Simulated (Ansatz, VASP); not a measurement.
One calculation of Al, two programs

```
Al
1.0
     8.10000    0.00000    0.00000
     0.00000    8.10000    0.00000
     0.00000    0.00000    8.10000
Al
31
Direct
  0.75000 0.25000 0.00000
  0.75000 0.99867 0.25133
  0.00269 0.00269 0.00000
  0.49731 0.00269 0.00000
  0.49731 0.49731 0.00000
  0.75000 0.75000 0.00000
  0.25000 0.00269 0.24731
  0.49731 0.25000 0.24731
  0.75000 0.50133 0.25133
  0.50133 0.99867 0.50000
  0.75000 0.25000 0.50000
  0.75000 0.99867 0.74867
  0.00269 0.49731 0.00000
  0.25000 0.75000 0.00000
  0.00269 0.25000 0.24731
  0.25000 0.49731 0.24731
  0.50133 0.75000 0.25133
  0.99867 0.99867 0.50000
  0.25000 0.25000 0.50000
  0.50133 0.50133 0.50000
  0.75000 0.75000 0.50000
  0.25000 0.00269 0.75269
  0.49731 0.25000 0.75269
  0.75000 0.50133 0.74867
  0.99867 0.75000 0.25133
  0.99867 0.50133 0.50000
  0.25000 0.75000 0.50000
  0.00269 0.25000 0.75269
  0.25000 0.49731 0.75269
  0.50133 0.75000 0.74867
  0.99867 0.75000 0.74867
```

Alike in both runs: functional PBE; k mesh 3 × 3 × 3; occupations gaussian, width 0.15 eV; no spin polarisation.

Ansatz relaxed the structure, and its values are those at the end. VASP's run is a single point on that final structure, the one shown.

|  | VASP | Ansatz |
| --- | --- | --- |
| version | VASP 6.6.1 | Ansatz 0.2.0 |
| potentials or method | VASP PAW PBE potentials, release 64 (Al), cutoff 520 eV | scalar-relativistic, plane waves, PAW |
| valence electrons in the cell | 93 | 93 |

```tsv
	VASP	Ansatz	Ansatz less VASP
rms of the force components (eV/Å)	0.018	0.021	+0.0032
```
